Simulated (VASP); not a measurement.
# NaH in VASP: further runs, part 2 of 2

VASP 6.6.1. The steps go on from the part before.

## 5. Single point, PBEsol, collinear spin

This run uses another cell than the first one.

Input file INCAR:

```
ALGO = Normal
EDIFF = 1E-6
ENCUT = 520
GGA = PS
ISIF = 2
ISMEAR = 0
ISPIN = 2
LASPH = True
LCHARG = False
LORBIT = 11
LREAL = False
LWAVE = False
MAGMOM = 0.5 0
NBANDS = 15
NELM = 150
PREC = Accurate
SIGMA = 0.05
```

Input file KPOINTS:

```
k-points
0
Gamma
  1 1 17
```

Input file POSCAR:

```
NaH
1.0
   10.0000000000      0.0000000000      0.0000000000
    0.0000000000      9.3000000000      0.0000000000
    0.0000000000      0.0000000000      4.0130309835
Na H
1 1
Direct
    0.5010210284      0.5000000000      0.0000000000
    0.4989789716      0.5000000000      0.5000000000
```

Potentials or basis: VASP PAW PBE potentials, release 64 (Na_pv, H).

Started as:

```sh
$ cat potpaw_PBE.64/Na_pv/POTCAR potpaw_PBE.64/H/POTCAR > POTCAR
$ mpirun -np 1 vasp_std > vasp.out
```

OUTCAR:

```text
EDIFF = 1E-6
   ENCUT = 520
   GGA = PS
   ISIF = 2
   ISMEAR = 0
   ISPIN = 2
   LASPH = True
   LORBIT = 11
   LREAL = False
   NELM = 150
   PREC = Accurate

 ion  position               nearest neighbor table
   1  0.501  0.500  0.000-
   2  0.499  0.500  0.500-

  LATTYP: Found a simple orthorhombic cell.
 ALAT       =     4.0130309835
 B/A-ratio  =     2.3174503357
 C/A-ratio  =     2.4918820814

  Lattice vectors:

 A1 = (   0.0000000000,   0.0000000000,  -4.0130309835)
 A2 = (   0.0000000000,   9.3000000000,   0.0000000000)
 A3 = (  10.0000000000,   0.0000000000,   0.0000000000)

Analysis of symmetry for initial positions (statically):
=====================================================================
 Subroutine PRICEL returns:
 Original cell was already a primitive cell.

 Routine SETGRP: Setting up the symmetry group for a
 simple orthorhombic supercell.

 Subroutine GETGRP returns: Found  4 space group operations
 (whereof  4 operations were pure point group operations)
 out of a pool of  8 trial point group operations.

The static configuration has the point symmetry C_2v.

Analysis of symmetry for dynamics (positions and initial velocities):
=====================================================================
 Subroutine PRICEL returns:
 Original cell was already a primitive cell.

 Routine SETGRP: Setting up the symmetry group for a
 simple orthorhombic supercell.

 Subroutine GETGRP returns: Found  4 space group operations
 (whereof  4 operations were pure point group operations)
 out of a pool of  8 trial point group operations.

The dynamic configuration has the point symmetry C_2v.

Analysis of structural, dynamic, and magnetic symmetry:
=====================================================================
 Subroutine PRICEL returns:
 Original cell was already a primitive cell.

 Routine SETGRP: Setting up the symmetry group for a
 simple orthorhombic supercell.

 Subroutine GETGRP returns: Found  4 space group operations
 (whereof  4 operations were pure point group operations)
 out of a pool of  8 trial point group operations.

The overall configuration has the point symmetry C_2v.

 Subroutine INISYM returns: Found  4 space group operations
 (whereof  4 operations are pure point group operations),
 and found     1 'primitive' translations

----------------------------------------------------------------------------------------

                                     Primitive cell

  volume of cell :     373.2119

  direct lattice vectors                    reciprocal lattice vectors
    10.000000000  0.000000000  0.000000000     0.100000000  0.000000000  0.000000000
     0.000000000  9.300000000  0.000000000     0.000000000  0.107526882  0.000000000
     0.000000000  0.000000000  4.013030984     0.000000000  0.000000000  0.249188208

  length of vectors
    10.000000000  9.300000000  4.013030984     0.100000000  0.107526882  0.249188208

  position of ions in fractional coordinates (direct lattice)
     0.501021028  0.500000000  0.000000000
     0.498978972  0.500000000  0.500000000

  ion indices of the primitive-cell ions
   primitive index   ion index
                 1           1
                 2           2

----------------------------------------------------------------------------------------

 KPOINTS: k-points

[... 74 lines left out ...]
  Thomas-Fermi vector in A             =   1.437961
   LORBIT       =     11    0 simple, 1 ext, 2 COOP (PROOUT), +10 PAW based schemes
   GGA     = PS    functional components
   LHFCALC =     F    Hartree Fock is set to
   AEXX    =    0.0000 exact exchange contribution
   IVDW    =     0    specifies the selected vdW correction
   LEPSILON=     F    determine dielectric tensor
   LRPA    =     F    only Hartree local field effects (RPA)
 spin polarized calculation
 Gauss-broadening in eV      SIGMA  =   0.05
  energy-cutoff  :      520.00
  volume of cell :      373.21
 maximum number of plane-waves:     10077
 NGX is ok and might be reduce to    80
   NGX = 37   NGY = 35   NGZ = 15

 number of electron       7.9999988 magnetization      -0.0000583

 number of electron       7.9999988 magnetization       0.0000040

 Free energy of the ion-electron system (eV)
  ---------------------------------------------------
  ext. energy  EPLUGINS =         0.00000000
  ---------------------------------------------------
  free energy    TOTEN  =        -4.33079494 eV

  energy without entropy =       -4.33079494  energy(sigma->0) =       -4.33079494

 E-fermi :  -4.0090     XC(G=0):  -1.4879

 val. band max:       -4.2586496763   @ k =   0.0000   0.0000   0.4706
 cond. band min:      -0.3193204992   @ k =   0.0000   0.0000   0.0000
 fundamental gap:      3.9393291771
 Fermi energy:        -4.0090316764

 spin component 1

 k-point     1 :       0.0000    0.0000    0.0000
  band No.  band energies     occupation
      1     -26.8904      1.00000
      2     -26.8904      1.00000
      3     -26.7022      1.00000
      4      -5.0535      1.00000
      5      -0.3144      0.00000
      6      -0.0048      0.00000
      7       0.1026      0.00000
      8       0.9620      0.00000
      9       1.7657      0.00000
     10       2.2035      0.00000
     11       2.2660      0.00000
     12       2.3424      0.00000
     13       3.3440      0.00000
     14       4.5448      0.00000
[... 130 lines left out ...]
      1     -26.8895      1.00000
      2     -26.8895      1.00000
      3     -26.7199      1.00000
      4      -4.2587      1.00000
      5       0.1951      0.00000
      6       1.9833      0.00000
      7       2.0143      0.00000
      8       2.1109      0.00000
      9       2.5545      0.00000
     10       2.6571      0.00000
     11       2.8127      0.00000
     12       3.0464      0.00000
     13       3.5853      0.00000
     14       4.2297      0.00000
     15       4.2670      0.00000
 Fermi energy:        -4.0090316764

 spin component 2

 k-point     1 :       0.0000    0.0000    0.0000
  band No.  band energies     occupation
      1     -26.8904      1.00000
      2     -26.8904      1.00000
      3     -26.7022      1.00000
      4      -5.0535      1.00000
      5      -0.3193      0.00000
      6      -0.0055      0.00000
      7       0.1021      0.00000
      8       0.9616      0.00000
      9       1.7454      0.00000
     10       2.2018      0.00000
     11       2.2579      0.00000
     12       2.3363      0.00000
     13       3.3371      0.00000
     14       4.5446      0.00000
[... 131 lines left out ...]
      2     -26.8895      1.00000
      3     -26.7199      1.00000
      4      -4.2586      1.00000
      5       0.1948      0.00000
      6       1.9791      0.00000
      7       2.0130      0.00000
      8       2.1104      0.00000
      9       2.5538      0.00000
     10       2.6565      0.00000
     11       2.8000      0.00000
     12       3.0458      0.00000
     13       3.5849      0.00000
     14       4.2115      0.00000
     15       4.2653      0.00000

------------------------ aborting loop because EDIFF is reached ----------------------------------------

  FORCE on cell =-STRESS in cart. coord.  units (eV):
  Direction    XX          YY          ZZ          XY          YZ          ZX
  --------------------------------------------------------------------------------------
  -------------------------------------------------------------------------------------
  Total       -0.0185843     -0.0267316      0.0308837      0.0000000      0.0000000      0.0000000
  in kB       -0.0797814     -0.1147573      0.1325820      0.0000000      0.0000000      0.0000000
  external PRESSURE =      -0.0206523 kB  Pullay stress =       0.0000000 kB

 VOLUME and BASIS-vectors are now :
 -----------------------------------------------------------------------------
  energy-cutoff  :      520.00
  volume of cell :      373.21
      direct lattice vectors                 reciprocal lattice vectors
    10.000000000  0.000000000  0.000000000     0.100000000  0.000000000  0.000000000
     0.000000000  9.300000000  0.000000000     0.000000000  0.107526882  0.000000000
     0.000000000  0.000000000  4.013030984     0.000000000  0.000000000  0.249188208

 POSITION                                       TOTAL-FORCE (eV/Angst)
 -----------------------------------------------------------------------------------
      5.01021      4.65000      0.00000        -0.007518      0.000000      0.000000
      4.98979      4.65000      2.00652         0.007518      0.000000      0.000000
 -----------------------------------------------------------------------------------
    total drift:                                0.000569     -0.000000     -0.000001

  FREE ENERGIE OF THE ION-ELECTRON SYSTEM (eV)
  ---------------------------------------------------
  free  energy   TOTEN  =        -4.3307949375 eV

  energy  without entropy=       -4.3307949375  energy(sigma->0) =       -4.33079494

 total charge

# of ion       s       p       d       tot
------------------------------------------
    1        0.080   5.983   0.000   6.063
    2        0.503   0.000   0.000   0.503
--------------------------------------------------
tot          0.583   5.983   0.000   6.566

 magnetization (x)

# of ion       s       p       d       tot
------------------------------------------
    1        0.000  -0.000   0.000   0.000
    2        0.000   0.000   0.000   0.000
--------------------------------------------------
tot          0.000  -0.000   0.000   0.000
```

OSZICAR:

```text
N       E                     dE             d eps       ncg     rms          rms(c)
DAV:   1     0.108535319101E+02    0.10854E+02   -0.33362E+03   684   0.299E+02
DAV:   2    -0.447002636287E+01   -0.15324E+02   -0.15181E+02   624   0.825E+01
[... 16 lines left out ...]
DAV:  19    -0.433076055849E+01   -0.43104E-04   -0.11388E-05   582   0.980E-03    0.289E-03
DAV:  20    -0.433078469260E+01   -0.24134E-04   -0.31688E-06   568   0.447E-03    0.109E-03
DAV:  21    -0.433078724458E+01   -0.25520E-05   -0.11605E-06   603   0.294E-03    0.521E-04
DAV:  22    -0.433079083050E+01   -0.35859E-05   -0.55164E-07   554   0.229E-03    0.531E-04
DAV:  23    -0.433079414058E+01   -0.33101E-05   -0.25248E-07   554   0.189E-03    0.278E-04
DAV:  24    -0.433079493749E+01   -0.79691E-06   -0.14762E-07   547   0.159E-03
   1 F= -.43307949E+01 E0= -.43307949E+01  d E =-.496866E-13  mag=     0.0000
```

stdout:

```text
POSCAR found type information on POSCAR NaH
 POSCAR found :  2 types and       2 ions
 scaLAPACK will be used
 -----------------------------------------------------------------------------
|                                                                             |
|                                                                             |
|     You enforced a specific xc type in the INCAR file but a different       |
|     I HOPE YOU KNOW WHAT YOU ARE DOING!                                     |
|                                                                             |
 -----------------------------------------------------------------------------

 LDA part: xc-table for (Slater+PW92), standard interpolation
 POSCAR, INCAR and KPOINTS ok, starting setup
 FFT: planning ... GRIDC
 FFT: planning ... GRID_SOFT
 FFT: planning ... GRID
 WAVECAR not read
 entering main loop
```

Run time: 2 min. Hardware: 1 thread of Oxide Virtual Turin-like, shared host; peak memory 0.53 GiB.

Results:

| Item | Value |
| --- | --- |
| Free energy | -4.3308 eV |
| Largest force | 0.008 eV/Å |
| Band gap on the k mesh | 3.94 eV (least direct gap 4.45 eV) |
| Net moment | 0.00 μB per cell |
| Valence electrons inside the program's atomic spheres | Na 6.06; H 0.50 |

Forces in eV/Å, atoms in the order of the input:
```
Na  -0.008  0.000  0.000
H    0.008  0.000  0.000
```

Caveat: the PAW data sets were made with another functional, which shifts forces and pressure a little.

## 6. The runs side by side

| cell | k mesh | gap on the mesh (eV) | moment (μB) |
| --- | --- | --- | --- |
| a = 9.000, b = 9.300, c = 4.019 Å, 2 atoms, atomic positions A | 1 × 1 × 15 | 3.91 | 0.00 |
| a = 9.000, b = 9.300, c = 4.014 Å, 2 atoms, atomic positions A | 1 × 1 × 15 | 3.91 | 0.00 |
| a = 9.000, b = 9.300, c = 4.312 Å, 2 atoms, atomic positions A | 1 × 1 × 15 | 3.87 | 0.00 |
| a = 10.000, b = 9.300, c = 4.013 Å, 2 atoms, atomic positions B | 1 × 1 × 17 | 3.94 | 0.00 |

Alike in all rows: task single point; level PBEsol; potentials or basis VASP PAW PBE potentials, release 64 (Na_pv, H); spin collinear; cutoff (eV) 520; smearing gaussian 0.05 eV.

Caveats: the PAW data sets were made with another functional, which shifts forces and pressure a little.

Absolute energies hang on the potentials; compare differences alone.
